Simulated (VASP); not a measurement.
# CdS in VASP: single point with PBE

Aim: the single point of CdS with PBE.

Program: VASP 6.6.1. These are calculated values, not measurements. Logs are shortened: lines on timing, memory, paths and dates and some standing lists are left out, and cuts for length are marked.

**1. The cell of the first run**

The cell holds a slab with vacuum, 16 atoms: a = 4.197 Å, b = 6.831 Å, c = 27.117 Å, α = 90.00°, β = 90.00°, γ = 90.00°.

**2. Single point, PBE**

Input file INCAR:

```
SYSTEM = CdS
PREC     = Accurate       ! precision mode
ENCUT    = 520            ! plane-wave cutoff, eV
EDIFF    = 1E-7           ! SCF threshold, eV
ISMEAR   = 0              ! smearing method
SIGMA    = 0.05           ! smearing width, eV
LREAL    = Auto         
LASPH    = .TRUE.         ! aspherical terms in the spheres
NELM     = 80             ! most SCF steps
ALGO     = Normal         ! electronic algorithm
ISIF     = 2              ! what is computed and relaxed
LWAVE    = .FALSE.        ! write WAVECAR
LCHARG   = .FALSE.        ! write CHGCAR
LDIPOL   = .TRUE.       
IDIPOL   = 3            
DIPOL    = 0.5 0.5 0.500
GGA      = PE             ! functional
NBANDS   = 86             ! bands
```

Input file KPOINTS:

```
Automatic mesh
0
G
  6 4 1
  0 0 0
```

Input file POSCAR:

```
CdS
1.0
    4.1973182999      0.0000000000      0.0000000000
    0.0000000000      6.8307328223      0.0000000000
    0.0000000000      0.0000000000     27.1166142515
Cd S
8 8
Direct
    0.0000000000      0.9997443214      0.2765832021
    0.5000000000      0.4997443214      0.3212665617
    0.5000000000      0.9997443214      0.4106332808
    0.0000000000      0.4997443214      0.4553166404
    0.0000000000      0.9997443214      0.5446833596
    0.5000000000      0.4997443214      0.5893667192
    0.5000000000      0.9997443214      0.6787334383
    0.0000000000      0.4997443214      0.7234167979
    0.0000000000      0.6232556786      0.2765832021
    0.5000000000      0.1232556786      0.3212665617
    0.5000000000      0.6232556786      0.4106332808
    0.0000000000      0.1232556786      0.4553166404
    0.0000000000      0.6232556786      0.5446833596
    0.5000000000      0.1232556786      0.5893667192
    0.5000000000      0.6232556786      0.6787334383
    0.0000000000      0.1232556786      0.7234167979
```

Potentials or basis: VASP PAW PBE potentials, release 64 (Cd, S).

Launch:

```bash
$ cat potpaw_PBE.64/Cd/POTCAR potpaw_PBE.64/S/POTCAR > POTCAR
$ mpirun -np 1 vasp_std > vasp.out
```

OUTCAR:

```text
SYSTEM = CdS
   PREC = Accurate
   ENCUT = 520
   EDIFF = 1E-7
   ISMEAR = 0
   LREAL = Auto
   LASPH = .TRUE.
   NELM = 80
   ISIF = 2
   GGA = PE

 ion  position               nearest neighbor table
   1  0.000  1.000  0.277-  10 2.57  10 2.57   9 2.57
   2  0.500  0.500  0.321-  11 2.57   9 2.57   9 2.57  10 2.57
   3  0.500  1.000  0.411-  10 2.57  12 2.57  12 2.57  11 2.57
   4  0.000  0.500  0.455-  11 2.57  11 2.57  13 2.57  12 2.57
   5  0.000  1.000  0.545-  14 2.57  14 2.57  12 2.57  13 2.57
   6  0.500  0.500  0.589-  15 2.57  13 2.57  13 2.57  14 2.57
   7  0.500  1.000  0.679-  14 2.57  16 2.57  16 2.57  15 2.57
   8  0.000  0.500  0.723-  15 2.57  15 2.57  16 2.57
   9  0.000  0.623  0.277-   2 2.57   2 2.57   1 2.57
  10  0.500  0.123  0.321-   3 2.57   1 2.57   1 2.57   2 2.57
  11  0.500  0.623  0.411-   2 2.57   4 2.57   4 2.57   3 2.57
  12  0.000  0.123  0.455-   3 2.57   3 2.57   5 2.57   4 2.57
  13  0.000  0.623  0.545-   6 2.57   6 2.57   4 2.57   5 2.57
  14  0.500  0.123  0.589-   7 2.57   5 2.57   5 2.57   6 2.57
  15  0.500  0.623  0.679-   6 2.57   8 2.57   8 2.57   7 2.57
  16  0.000  0.123  0.723-   7 2.57   7 2.57   8 2.57

  LATTYP: Found a simple orthorhombic cell.
 ALAT       =     4.1973182999
 B/A-ratio  =     1.6274040552
 C/A-ratio  =     6.4604617315

  Lattice vectors:

 A1 = (   4.1973182999,   0.0000000000,   0.0000000000)
 A2 = (   0.0000000000,   6.8307328223,   0.0000000000)
 A3 = (   0.0000000000,   0.0000000000,  27.1166142515)

Analysis of symmetry for initial positions (statically):
=====================================================================
 Subroutine PRICEL returns:
 Original cell was already a primitive cell.

 Routine SETGRP: Setting up the symmetry group for a
 simple orthorhombic supercell.

 Subroutine GETGRP returns: Found  4 space group operations
 (whereof  2 operations were pure point group operations)
 out of a pool of  8 trial point group operations.

The static configuration has the point symmetry C_1h.
 The point group associated with its full space group is C_2v.

Analysis of symmetry for dynamics (positions and initial velocities):
=====================================================================
 Subroutine PRICEL returns:
 Original cell was already a primitive cell.

 Routine SETGRP: Setting up the symmetry group for a
 simple orthorhombic supercell.

 Subroutine GETGRP returns: Found  4 space group operations
 (whereof  2 operations were pure point group operations)
 out of a pool of  8 trial point group operations.

The dynamic configuration has the point symmetry C_1h.
 The point group associated with its full space group is C_2v.

 Subroutine INISYM returns: Found  4 space group operations
 (whereof  2 operations are pure point group operations),
 and found     1 'primitive' translations

----------------------------------------------------------------------------------------

                                     Primitive cell

  volume of cell :     777.4539

  direct lattice vectors                    reciprocal lattice vectors
     4.197318300  0.000000000  0.000000000     0.238247359  0.000000000  0.000000000
     0.000000000  6.830732822  0.000000000     0.000000000  0.146397177  0.000000000
     0.000000000  0.000000000 27.116614251     0.000000000  0.000000000  0.036877760

  length of vectors
     4.197318300  6.830732822 27.116614251     0.238247359  0.146397177  0.036877760

  position of ions in fractional coordinates (direct lattice)
     0.000000000  0.999744321  0.276583202
     0.500000000  0.499744321  0.321266562
     0.500000000  0.999744321  0.410633281
     0.000000000  0.499744321  0.455316640
     0.000000000  0.999744321  0.544683360
     0.500000000  0.499744321  0.589366719
[... 8 lines left out ...]
     0.500000000  0.623255679  0.678733438
     0.000000000  0.123255679  0.723416798

  ion indices of the primitive-cell ions
   primitive index   ion index
                 1           1
                 2           2
                 3           3
                 4           4
                 5           5
                 6           6
[... 8 lines left out ...]
                15          15
                16          16

----------------------------------------------------------------------------------------

 KPOINTS: Automatic mesh

Automatic generation of k-mesh.
 Grid dimensions read from file:
 generate k-points for:    6    4    1

 Generating k-lattice:

  Cartesian coordinates                     Fractional coordinates (reciprocal lattice)
     0.039707893  0.000000000  0.000000000     0.166666667  0.000000000  0.000000000
     0.000000000  0.036599294  0.000000000     0.000000000  0.250000000  0.000000000
     0.000000000  0.000000000  0.036877760     0.000000000  0.000000000  1.000000000

  Length of vectors
     0.039707893  0.036599294  0.036877760

  Shift w.r.t. Gamma in fractional coordinates (k-lattice)
     0.000000000  0.000000000  0.000000000

 Subroutine IBZKPT returns following result:
 ===========================================

 Found     12 irreducible k-points:

 Following reciprocal coordinates:
            Coordinates               Weight
  0.000000  0.000000  0.000000      1.000000
  0.166667  0.000000  0.000000      2.000000
  0.333333  0.000000  0.000000      2.000000
  0.500000  0.000000  0.000000      1.000000
  0.000000  0.250000  0.000000      2.000000
  0.166667  0.250000  0.000000      4.000000
  0.333333  0.250000  0.000000      4.000000
  0.500000  0.250000  0.000000      2.000000
  0.000000  0.500000  0.000000      1.000000
  0.166667  0.500000  0.000000      2.000000
  0.333333  0.500000  0.000000      2.000000
  0.500000  0.500000  0.000000      1.000000
   k-points           NKPTS =     12   k-points in BZ     NKDIM =     12   number of bands    NBANDS=     86
   number of dos      NEDOS =    301   number of ions     NIONS =     16
   total plane-waves  NPLWV = 362880
   dimension x,y,z NGX =    32 NGY =   54 NGZ =  210
   dimension x,y,z NGXF=    64 NGYF=  108 NGZF=  420
   ions per type =               8   8
   NGX,Y,Z   is equivalent  to a cutoff of  12.67, 13.14, 12.87 a.u.
   NGXF,Y,Z  is equivalent  to a cutoff of  25.35, 26.28, 25.75 a.u.
 SYSTEM =  CdS
   PREC   = accura    normal or accurate (medium, high low for compatibility)
   ISTART =      0    job   : 0-new  1-cont  2-samecut
   ICHARG =      2    charge: 1-file 2-atom 10-const
   ISPIN  =      1    spin polarized calculation?
   LNONCOLLINEAR =      F non collinear calculations
   LSORBIT =      F    spin-orbit coupling
   LASPH  =      T    aspherical Exc in radial PAW
   ENCUT  =  520.0 eV  38.22 Ry    6.18 a.u.   7.80 12.70 50.42*2*pi/ulx,y,z
   NELM   =     80;   NELMIN=  2; NELMDL= -5     # of ELM steps
   EDIFF  = 0.1E-06   stopping-criterion for ELM
   LREAL  =      T    real-space projection
   EDIFFG = 0.1E-05   stopping-criterion for IOM
   NSW    =      0    number of steps for IOM
   IBRION =     -1    ionic relax: 0-MD 1-quasi-New 2-CG
   NFREE  =      0    steps in history (QN), initial steepest desc. (CG)
   ISIF   =      2    stress and relaxation
   ISYM   =      2    0-nonsym 1-usesym 2-fastsym
   POTIM  = 0.5000    time-step for ionic-motion
   TEBEG  =    0.0;   TEEND  =   0.0 temperature during run
   PSTRESS=    0.0 pullay stress
   NELECT =     144.0000    total number of electrons
   NUPDOWN=      -1.0000    fix difference up-down
   EMIN   =  10.00;   EMAX   =-10.00  energy-range for DOS
   EFERMI =   0.00;   METHOD = LEGACY
   ISMEAR =     0;   SIGMA  =   0.05  broadening in eV -4-tet -1-fermi 0-gaus
   EFERMI_NEDOS =   21; number of points for ismear=-14 and -15
   IALGO  =     38    algorithm
   IMIX   =      4    mixing-type and parameters
     AMIX     =   0.40;   BMIX     =  1.00
     AMIX_MAG =   1.60;   BMIX_MAG =  1.00
  volume/ion in A,a.u.               =      48.59       327.91
  Fermi-wavevector in a.u.,A,eV,Ry     =   0.933191  1.763476 11.848584  0.870846
  Thomas-Fermi vector in A             =   2.059867
   LORBIT       =      0    0 simple, 1 ext, 2 COOP (PROOUT), +10 PAW based schemes
   GGA     = PE    functional components
   LHFCALC =     F    Hartree Fock is set to
   AEXX    =    0.0000 exact exchange contribution
   IVDW    =     0    specifies the selected vdW correction
   LEPSILON=     F    determine dielectric tensor
   LRPA    =     F    only Hartree local field effects (RPA)
 non-spin polarized calculation
 Gauss-broadening in eV      SIGMA  =   0.05
  energy-cutoff  :      520.00
  volume of cell :      777.45
 maximum number of plane-waves:     20982
 NGX is ok and might be reduce to    32
   NGX = 15   NGY = 25   NGZ =101

 dipolmoment           0.000000      0.000000      0.000000 electrons x Angstroem

 number of electron     144.0000023 magnetization

 dipolmoment           0.000000      0.000000     -0.000000 electrons x Angstroem

 Free energy of the ion-electron system (eV)
  ---------------------------------------------------
  ext. energy  EPLUGINS =         0.00000000
  ---------------------------------------------------
  free energy    TOTEN  =       -47.17676335 eV

  energy without entropy =      -47.17676335  energy(sigma->0) =      -47.17676335

 E-fermi :  -1.5464     XC(G=0):  -5.2344

 val. band max:       -1.8165539066   @ k =   0.0000   0.0000   0.0000
 cond. band min:      -1.0147986816   @ k =   0.0000   0.0000   0.0000
 fundamental gap:      0.8017552249
 Fermi energy:        -1.5464258750

 k-point     1 :       0.0000    0.0000    0.0000
  band No.  band energies     occupation
      1     -14.1469      2.00000
      2     -14.1159      2.00000
      3     -13.9514      2.00000
      4     -13.7794      2.00000
      5     -13.6477      2.00000
      6     -13.5773      2.00000
[... 1033 lines left out ...]
     83       3.4399      0.00000
     84       3.4399      0.00000
 [bands above 84 left out]

------------------------ aborting loop because EDIFF is reached ----------------------------------------

 vacuum level on the upper side and lower side of the slab       (xc-potential included)        -0.090        -0.090

  FORCE on cell =-STRESS in cart. coord.  units (eV):
  Direction    XX          YY          ZZ          XY          YZ          ZX
  --------------------------------------------------------------------------------------
  -------------------------------------------------------------------------------------
  Total       -1.2128189     -3.4216539      0.2625375      0.0000000      0.0000000      0.0000000
  in kB       -2.4993776     -7.0513455      0.5410374      0.0000000      0.0000000      0.0000000
  external PRESSURE =      -3.0032286 kB  Pullay stress =       0.0000000 kB

 VOLUME and BASIS-vectors are now :
 -----------------------------------------------------------------------------
  energy-cutoff  :      520.00
  volume of cell :      777.45
      direct lattice vectors                 reciprocal lattice vectors
     4.197318300  0.000000000  0.000000000     0.238247359  0.000000000  0.000000000
     0.000000000  6.830732822  0.000000000     0.000000000  0.146397177  0.000000000
     0.000000000  0.000000000 27.116614251     0.000000000  0.000000000  0.036877760

 POSITION                                       TOTAL-FORCE (eV/Angst)
 -----------------------------------------------------------------------------------
      0.00000      6.82899      7.50000         0.000000     -0.914056      0.883082
      2.09866      3.41362      8.71166         0.000000      0.514872     -0.311125
      2.09866      6.82899     11.13498         0.000000     -0.179427      0.187168
      0.00000      3.41362     12.34665         0.000000      0.066704     -0.092869
      0.00000      6.82899     14.76997         0.000000      0.066704      0.092869
      2.09866      3.41362     15.98163         0.000000     -0.179427     -0.187168
[... 8 lines left out ...]
      2.09866      4.25729     18.40495         0.000000      0.210089      0.632709
      0.00000      0.84193     19.61661         0.000000      0.299037      0.273047
 -----------------------------------------------------------------------------------
    total drift:                                0.000000      0.003823     -0.000025

  FREE ENERGIE OF THE ION-ELECTRON SYSTEM (eV)
  ---------------------------------------------------
  free  energy   TOTEN  =       -47.1767633508 eV

  energy  without entropy=      -47.1767633508  energy(sigma->0) =      -47.17676335

 vacuum level on the upper side and lower side of the slab         3.266         3.266
```

It took 28 min on 1 thread of Intel Xeon Platinum 8488C (Sapphire Rapids), shared host; peak memory 0.98 GiB.

Results:

```
Free energy            : -47.1768 eV
Largest force          : 1.271 eV/Å
Band gap on the k mesh : 0.80 eV
```

Forces on the atoms (eV/Å):
```
Cd   0.000 -0.914  0.883
Cd   0.000  0.515 -0.311
Cd   0.000 -0.179  0.187
Cd   0.000  0.067 -0.093
Cd   0.000  0.067  0.093
Cd   0.000 -0.179 -0.187
Cd   0.000  0.515  0.311
Cd   0.000 -0.914 -0.883
S    0.000  0.299 -0.273
S    0.000  0.210 -0.633
S    0.000  0.001  0.231
S    0.000  0.002 -0.146
S    0.000  0.002  0.146
S    0.000  0.001 -0.231
S    0.000  0.210  0.633
S    0.000  0.299  0.273
```
